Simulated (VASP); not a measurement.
Input of a VASP 6.6.1 run:

Contents of INCAR:

```
SYSTEM = Li2BrF
PREC = Accurate
ENCUT = 520
EDIFF = 1E-6
ISMEAR = -1
SIGMA = 0.02
LREAL = .False.
LASPH = .True.
NELM = 60
ALGO = Normal
ISIF = 2
LWAVE = .False.
LCHARG = .False.
GGA = PE
NBANDS = 18
```

KPOINTS

```
regular mesh
0
Gamma
  10 10 10
  0 0 0
```

File POSCAR:

```
Li2BrF
1.0
    1.7462882545      1.0082199938      5.5600469805
   -1.7462882545      1.0082199938      5.5600469805
    0.0000000000     -2.0164399876      5.5600469805
F Br Li
1 1 2
Direct
    1.0000000000      0.0000000000      0.0000000000
    0.5000000000      0.5000000000      0.5000000000
    0.2665055097      0.2665055097      0.2665055097
    0.7334944903      0.7334944903      0.7334944903
```

Potentials or basis: VASP PAW PBE potentials, release 64 (F, Br, Li_sv).

Command:

```bash
$ cat potpaw_PBE.64/F/POTCAR potpaw_PBE.64/Br/POTCAR potpaw_PBE.64/Li_sv/POTCAR > POTCAR
$ mpirun -np 1 vasp_std > vasp.out
```

**Question.** Predict the band gap on the k mesh.

**Answer.** 3.40 eV, direct.

**Question.** What does it give for the largest force?

**Answer.** 0.003 eV/Å.

Forces on the atoms (eV/Å):
```
F    0.000  0.000  0.000
Br   0.000  0.000  0.000
Li   0.000  0.000 -0.003
Li   0.000  0.000  0.003
```

 A k mesh can miss the band edges.
